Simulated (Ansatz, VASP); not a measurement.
**Te2Mo in VASP and in Ansatz**

Contents of INCAR:

```
SYSTEM = Te2Mo
PREC = Accurate
ENCUT = 520
EDIFF = 1E-6
ISMEAR = 0
SIGMA = 0.05
LREAL = .FALSE.
LASPH = .TRUE.
NELM = 100
ALGO = Normal
ISIF = 2
LWAVE = .FALSE.
LCHARG = .TRUE.
LDIPOL = .TRUE.
IDIPOL = 3
DIPOL = 0.5 0.5 0.399
GGA = PE
IVDW = 12
LELF = .TRUE.
LVHAR = .TRUE.
LVACPOTAV = .TRUE.
NBANDS = 35
```

KPOINTS

```
Automatic mesh
0
G
  9 9 1
  0 0 0
```

File POSCAR:

```
Te2Mo
1.0
    3.5038816881      0.0000000000      0.0000000000
   -1.7519408440      3.0344505538      0.0000000000
    0.0000000000      0.0000000000     24.7677198395
Te Mo
4 2
Direct
    0.3333333333      0.6666666667      0.1816881017
    0.3333333333      0.6666666667      0.3284056818
    0.3333333333      1.0000000000      0.4689111470
    0.3333333333      1.0000000000      0.6156287272
    0.6666666667      0.3333333333      0.2550468917
    0.6666666667      0.6666666667      0.5422699371
```

Input for Ansatz:

```yaml
crystal:
  lattice:
    - [3.5038814672, 0.0, 0.0]
    - [-1.7519407336, 3.0344503624, 0.0]
    - [0.0, 0.0, 24.7677196825]
  atoms:
    - { symbol: Te, position: [0.3333333333, 0.6666666667, 0.1816881028] }
    - { symbol: Mo, position: [0.6666666667, 0.3333333333, 0.2550468917] }
    - { symbol: Te, position: [0.3333333333, 0.6666666667, 0.3284056807] }
    - { symbol: Te, position: [0.3333333333, 1.0, 0.4689111469] }
    - { symbol: Mo, position: [0.6666666667, 0.6666666667, 0.5422699358] }
    - { symbol: Te, position: [0.3333333333, 1.0, 0.6156287247] }
basis:
  ecutwfc: 420
kpoints:
  mp_grid: { grid: [9, 9, 1] }
hamiltonian:
  xc: pbe
  pseudopotentials: { kind: paw, azcp: { folder: soft_1 } }
  dispersion: d3bj
scf:
  occupations: { method: gaussian, width: 0.05 }
output:
  forces: true
  eigenvalues: true
efield:
  axis: 3
  dipole_correction: true
  ramp_width: 0.04
```

Alike in both runs: task single point; functional PBE; dispersion D3(BJ); k mesh 9 × 9 × 1; occupations gaussian, width 0.05 eV; no spin polarisation.

```csv
,VASP,Ansatz
version,VASP 6.6.1,Ansatz 0.2.0
potentials or method,"VASP PAW PBE potentials, release 64 (Te, Mo_sv), cutoff 520 eV","scalar-relativistic, plane waves, PAW"
valence electrons in the cell,52,92
```

```tsv
	VASP	Ansatz	Ansatz less VASP
gap on the k mesh at the Fermi level (eV)	1.08	1.07	-0.004
least direct gap on the mesh (eV)	1.15	1.15	0.000
rms of the force components (eV/Å)	0.049	0.052	+0.0028
```

VASP's potentials hold 52 valence electrons a cell and Ansatz's 92, so a difference there can come from the potentials and not from the codes.

Spin-orbit coupling is off throughout.
